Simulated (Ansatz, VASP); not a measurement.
# One calculation of B4Pd, two programs

```xyz
5
Lattice="2.9234 0.0000 0.0000 -1.4617 2.5317 0.0000 0.0000 0.0000 6.1962" Properties=species:S:1:pos:R:3 pbc="T T T"
B     0.0000    1.6878    1.5102
B     0.0000    1.6878    4.6861
B     1.4617    0.8439    3.0981
B     0.0000    1.6878    3.0981
Pd    0.0000    0.0000    0.0000
```

Alike in both runs: task single point; functional PBE; k mesh 12 × 12 × 6; occupations gaussian, width 0.1 eV; no spin polarisation.

|  | VASP | Ansatz |
| --- | --- | --- |
| version | VASP 6.6.1 | Ansatz 0.2.0 |
| potentials or method | VASP PAW PBE potentials, release 64 (B, Pd), cutoff 520 eV | scalar-relativistic, plane waves, PAW |
| valence electrons in the cell | 22 | 30 |

```tsv
	VASP	Ansatz	Ansatz less VASP
gap on the k mesh at the Fermi level (eV)	none	none	-
pressure (GPa)	0.0	0.0	+0.03
```

A gap of «none» marks a metal or a gap that the smearing closes. VASP's potentials hold 22 valence electrons a cell and Ansatz's 30, so a difference there can come from the potentials and not from the codes.
